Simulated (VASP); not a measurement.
The system is Na2Al2O.

```xyz
5
Lattice="-1.8958 1.8958 4.5755 1.8958 -1.8958 4.5755 1.8958 1.8958 -4.5755" Properties=species:S:1:pos:R:3 pbc="T T T"
Na    0.0000    0.0000    5.7194
Na    0.0000    0.0000    3.4315
Al    1.8958    0.0000    2.2877
Al    0.0000    1.8958    2.2877
O     0.0000    0.0000    0.0000
```

The cell was built from a structure type or drawn by symmetry, and may not be a known phase.

* Program: VASP 6.6.1
* Task: relaxation of cell and atoms
* Functional: PBE
* Potentials or basis: VASP PAW PBE potentials, release 64 (Na_pv, Al, O)
* Cutoff: 600 eV
* k mesh: 6 × 6 × 6
* Occupations: gaussian, width 0.1 eV
* Spin: no spin polarisation

At the start: pressure 47.1 GPa; volume 13.16 Å³/atom.

How do energy, volume and symmetry change on relaxing?

Over 15 steps the energy falls by 1685.2 meV/atom and the volume is 18.50 Å³/atom (+40.6 %); space group I4/mmm (No. 139, to 0.1 Å) before and after.

Step by step:
| step | energy change (eV) | largest force (eV/Å) | pressure (GPa) | volume (Å³) |
| --- | --- | --- | --- | --- |
| 1 | 0.0000 | 6.7066 | 47.12 | 65.78 |
| 2 | -5.3830 | 1.2768 | -1.45 | 109.91 |
| 3 | -5.4679 | 0.4050 | 0.93 | 102.29 |
| 4 | -6.2551 | 0.4578 | -1.29 | 106.39 |
| 5 | -7.4131 | 1.3179 | -5.93 | 114.64 |
| 6 | -7.9443 | 1.3627 | -3.37 | 101.30 |
| 7 | -7.9471 | 1.3654 | -3.21 | 100.66 |
| 8 | -8.3137 | 0.9864 | 1.09 | 91.74 |
| 9 | -8.3369 | 0.7121 | 3.03 | 88.39 |
| 10 | -8.4016 | 0.2937 | 0.65 | 91.50 |
| 11 | -8.4063 | 0.0717 | 1.11 | 90.86 |
| 12 | -8.4249 | 0.0640 | -0.24 | 93.04 |
| 13 | -8.4249 | 0.0607 | -0.17 | 92.98 |
| 14 | -8.4259 | 0.0418 | -0.04 | 92.68 |
| 15 | -8.4261 | 0.0295 | 0.04 | 92.48 |

Final structure:
```cif
data_structure
_symmetry_space_group_name_H-M 'P 1'
_symmetry_Int_Tables_number 1
_cell_length_a 7.6344
_cell_length_b 7.6344
_cell_length_c 7.6344
_cell_angle_alpha 152.852
_cell_angle_beta 152.852
_cell_angle_gamma 38.770
_cell_volume 92.48
loop_
_atom_site_label
_atom_site_type_symbol
_atom_site_fract_x
_atom_site_fract_y
_atom_site_fract_z
_atom_site_occupancy
Na1 Na 0.57617 0.57617 0.00000 1
Na2 Na 0.42383 0.42383 0.00000 1
Al1 Al 0.25000 0.75000 0.50000 1
Al2 Al 0.75000 0.25000 0.50000 1
O1 O 0.00000 0.00000 0.00000 1
```

Caveat: the volume moved by over 15 % at a fixed basis, so the end points are rough.
